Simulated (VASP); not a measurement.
## Pt: relaxation of cell and atoms with PBEsol

The system is Pt.

```xyz
1
Lattice="2.5886 0.0000 0.0000 0.0000 2.5886 0.0000 0.0000 0.0000 2.5886" Properties=species:S:1:pos:R:3 pbc="T T T"
Pt    0.0000    0.0000    0.0000
```

```json
{
 "Program": "VASP 6.6.1",
 "Task": "relaxation of cell and atoms",
 "Functional": "PBEsol",
 "Potentials or basis": "VASP PAW PBE potentials, release 64 (Pt)",
 "Cutoff": "600 eV",
 "k mesh": "22 × 22 × 22",
 "Occupations": "gaussian, width 0.1 eV",
 "Spin": "no spin polarisation",
 "Dipole correction": "no",
 "Further INCAR settings": "ALGO = Normal; EDIFF = 1e-07; IBRION = 2; EDIFFG = -0.01; NSW = 100; ISIF = 3"
}
```

```yaml
Relaxed_volume: 17.28 Å³/atom
Relaxed_cell: a = 2.585 Å, b = 2.585 Å, c = 2.585 Å, α = 90.00°, β = 90.00°, γ = 90.00°
Space_group_after_relaxing_to_0.05_Å: Pm-3m (No. 221)
Energy_gained_by_relaxing: 0.2 meV/atom
Ionic_steps: 3
Pressure_after_relaxing: 0.0 GPa
Band_gap_on_the_k_mesh: zero (band 5 reaches 10.92 eV, above the bottom of band 6 at 7.58 eV)
```

Step by step:
| step | energy change (eV) | largest force (eV/Å) | pressure (GPa) | volume (Å³) |
| --- | --- | --- | --- | --- |
| 1 | 0.0000 | 0.0000 | -0.79 | 17.35 |
| 2 | 0.0007 | 0.0000 | 1.96 | 17.13 |
| 3 | -0.0002 | 0.0000 | 0.00 | 17.28 |

Final structure:
```cif
data_structure
_symmetry_space_group_name_H-M 'P 1'
_symmetry_Int_Tables_number 1
_cell_length_a 2.5855
_cell_length_b 2.5855
_cell_length_c 2.5855
_cell_angle_alpha 90.000
_cell_angle_beta 90.000
_cell_angle_gamma 90.000
_cell_volume 17.28
loop_
_atom_site_label
_atom_site_type_symbol
_atom_site_fract_x
_atom_site_fract_y
_atom_site_fract_z
_atom_site_occupancy
Pt1 Pt 0.00000 0.00000 0.00000 1
```

Levels at points of the mesh, in eV from the Fermi level:
| k point | band 3 | band 4 | band 5 | band 6 | band 7 | band 8 |
| --- | --- | --- | --- | --- | --- | --- |
| (0.00, 0.00, 0.00) | -6.02 | 0.35 | 0.35 | 0.35 | 15.38 | 15.38 |
| (0.50, 0.00, 0.00) | -1.96 | -1.96 | -0.74 | 0.57 | 4.68 | 16.49 |
| (0.50, 0.50, 0.00) | -1.53 | -1.53 | 2.05 | 4.43 | 4.43 | 9.98 |
| (0.50, 0.50, 0.50) | -5.14 | 2.21 | 2.21 | 9.77 | 10.22 | 10.22 |

Wall time 76 s on 1 thread of Intel(R) Xeon(R) Platinum 8259CL CPU @ 2.50GHz (Skylake/Cascade Lake), with other jobs on the host, peak memory 0.21 GiB.

Caveat: the PAW data sets were made with another functional, which shifts forces and pressure a little; spin-orbit coupling is left out, which moves the levels of the heavy elements.
